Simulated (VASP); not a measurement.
A run of VASP 6.6.1 is set up as follows.

Contents of INCAR:

```
ALGO     = Normal         # electronic algorithm
EDIFF    = 1E-6           # SCF threshold, eV
ENCUT    = 520            # plane-wave cutoff, eV
GGA      = PE             # functional
ISIF     = 2              # what is computed and relaxed
ISMEAR   = -1             # smearing method
ISPIN    = 2              # spin polarisation
LASPH    = True           # aspherical terms in the spheres
LCHARG   = True           # write CHGCAR
LDAU     = True           # DFT+U
LDAUJ    = 0 0          
LDAUL    = 2 -1           # shell
LDAUPRINT= 1            
LDAUTYPE = 2            
LDAUU    = 6 0            # U, eV
LELF     = True           # ELF
LMAXMIX  = 4              # l up to which the mixer works
LORBIT   = 11             # projections on sites
LREAL    = False          # projectors in reciprocal space
LVHAR    = True         
LWAVE    = False          # write WAVECAR
MAGMOM   = 3 0            # initial moments
NBANDS   = 18             # bands
NELM     = 150            # most SCF steps
PREC     = Accurate       # precision mode
SIGMA    = 0.05           # smearing width, eV
```

File KPOINTS:

```
k-points
0
Gamma
  11 11 11
```

File POSCAR:

```
FeO
1.0
    0.0363893124      2.2741140160      2.1913184956
    2.2277078080      0.0000000000      2.2277078080
    2.1913184956      2.2741140160      0.0363893124
Fe O
1 1
Direct
    0.0000000000      0.0000000000      0.0000000000
    0.5000000000      0.5000000000      0.5000000000
```

Potentials or basis: VASP PAW PBE potentials, release 64 (Fe, O).

Command:

```bash
$ cat potpaw_PBE.64/Fe/POTCAR potpaw_PBE.64/O/POTCAR > POTCAR
$ mpirun -np 1 vasp_std > vasp.out
```

Predict the site moments.

Fe +3.92; O +0.15 μB.

Predict the pressure.

-13.0 GPa.

Predict the net moment.

4.02 μB per cell.

Predict the band gap on the k mesh.

zero (filled and empty bands overlap).

Stress tensor (GPa, compression positive):
```
-11.98   0.00  -1.56
  0.00 -14.97   0.00
 -1.56   0.00 -11.98
```

Caveat: the cell stands under tension; a cell with one magnetic atom can't hold antiferromagnetic order, which such compounds often take. The state reached can hang on the start; a lower one may exist.
